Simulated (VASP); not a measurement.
GaSb (GaSb (F-43m)), 2 atoms in the cell. The structure is cubic, space group F-43m (No. 216). The conventional cell has a = 6.133 Å, b = 6.133 Å, c = 6.133 Å, α = 90.00°, β = 90.00°, γ = 90.00°. Ga (site symmetry -43m) has 4 Sb at 2.66 Å within 3.5 Å. Within 3.5 Å of Sb (site symmetry -43m) lie 4 Ga at 2.66 Å. 

```yaml
Program: VASP 6.6.1
Task: single point
Functional: r2SCAN
Potentials_or_basis: VASP PAW PBE potentials, release 64 (Ga_d, Sb)
Cutoff: 550 eV
k_mesh: 8 × 8 × 8
Occupations: gaussian, width 0.01 eV
Spin: no spin polarisation
Dipole_correction: no
Further_INCAR_settings: ALGO = Normal; EDIFF = 1e-06; NBANDS = 16
```

Potentials or basis: VASP PAW PBE potentials, release 64 (Ga_d, Sb).

Run with:

```sh
$ cat potpaw_PBE.64/Ga_d/POTCAR potpaw_PBE.64/Sb/POTCAR > POTCAR
$ cp INCAR.step1 INCAR
$ mpirun -np 1 vasp_std > vasp.out
$ cp INCAR.step2 INCAR
$ mpirun -np 1 vasp_std > vasp.out
```

Hardware: 1 thread of AMD EPYC 9R45 (Zen 5), on a shared host.

Problem. How long does it take, and how much memory?

Solution. Wall time 120 s on 1 thread of AMD EPYC 9R45 (Zen 5), on a shared host, peak memory 0.19 GiB. Counts: k points 29.
